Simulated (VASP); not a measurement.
Wanted: the native input for a VASP 6.6.1 run.

```yaml
Task: single point
Functional: PBE
Potentials_or_basis: VASP PAW PBE potentials, release 64 (Ga_d, S)
Cutoff: 520 eV
k_mesh: 6 × 4 × 6
Occupations: gaussian, width 0.2 eV
Spin: no spin polarisation
Dipole_correction: no
Further_INCAR_settings: ALGO = Normal; EDIFF = 1e-07; NBANDS = 62
```

The structure of Ga3S2 lies in POSCAR:

```
Ga3S2
1.0
    1.8576751279      3.2181256535     -0.0011297141
   -5.5350109824      3.1960324561     -0.0200265713
    0.0161192355     -2.1575908044      8.4697441260
Ga S
6 4
Direct
    0.0001867097      0.0002147497      0.0005758322
    0.4998212934      0.4999946290     -0.0000041189
    0.3073118427      0.1024894417      0.6155359037
    0.8078250585      0.6028198788      0.6157266405
    0.1922508343      0.3973576660      0.3844660015
    0.6927788819      0.8973140218      0.3843759532
    0.6132659673      0.2027163246      0.2272042639
    0.1134285904      0.7027625899      0.2273036195
    0.8865286180      0.2971160439      0.7722535643
    0.3866022039      0.7972146546      0.7725623401
```

These files were run (other wordings do the same):

INCAR

```
SYSTEM = Ga3S2
PREC = Accurate
ENCUT = 520
EDIFF = 1E-7
ISMEAR = 0
SIGMA = 0.2
LREAL = .FALSE.
LASPH = .TRUE.
NELM = 80
ALGO = Normal
ISIF = 2
LWAVE = .FALSE.
LCHARG = .FALSE.
GGA = PE
NBANDS = 62
```

KPOINTS

```
Automatic mesh
0
G
  6 4 6
  0 0 0
```

Potentials or basis: VASP PAW PBE potentials, release 64 (Ga_d, S).

Run with:

```bash
$ cat potpaw_PBE.64/Ga_d/POTCAR potpaw_PBE.64/S/POTCAR > POTCAR
$ mpirun -np 1 vasp_std > vasp.out
```

Results of the run:

| Property | Result |
| --- | --- |
| Pressure | 0.1 GPa |
| Largest force | 0.016 eV/Å |
| Band gap on the k mesh | zero (bands 51 and 52 overlap by 1.63 eV) |

It took 8.3 min on 1 thread of Intel(R) Xeon(R) 6975P-C (Granite Rapids), with other jobs on the host, peak memory 0.73 GiB.
